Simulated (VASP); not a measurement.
C, 2 atoms in the cell. Symmetry: Fd-3m, No. 227, cubic system. The conventional cell has a = 3.567 Å, b = 3.567 Å, c = 3.567 Å, α = 90.00°, β = 90.00°, γ = 90.00°. Within 2.1 Å of C (site symmetry -43m) lie 4 C at 1.54 Å. 

- Program: VASP 6.6.1
- Task: single point
- Functional: r2SCAN
- Potentials or basis: VASP PAW PBE potentials, release 64 (C)
- Cutoff: 660 eV
- k mesh: 12 × 12 × 12
- Occupations: fermi-dirac, width 0.003 eV
- Spin: no spin polarisation
- Dipole correction: no
- Further INCAR settings: ALGO = Normal; EDIFF = 1e-06; NBANDS = 11

Potentials or basis: VASP PAW PBE potentials, release 64 (C).

Command:

```sh
$ cat potpaw_PBE.64/C/POTCAR > POTCAR
$ cp INCAR.step1 INCAR
$ mpirun -np 1 vasp_std > vasp.out
$ cp INCAR.step2 INCAR
$ mpirun -np 1 vasp_std > vasp.out
```

Hardware: 1 thread of Intel(R) Xeon(R) 6975P-C (Granite Rapids), with other jobs on the host.

**Question.** Estimate the wall time of this run.

**Answer.** Run time: 16 s on 1 thread of Intel(R) Xeon(R) 6975P-C (Granite Rapids) (shared host), peak memory 0.13 GiB. Counts: k points 72.
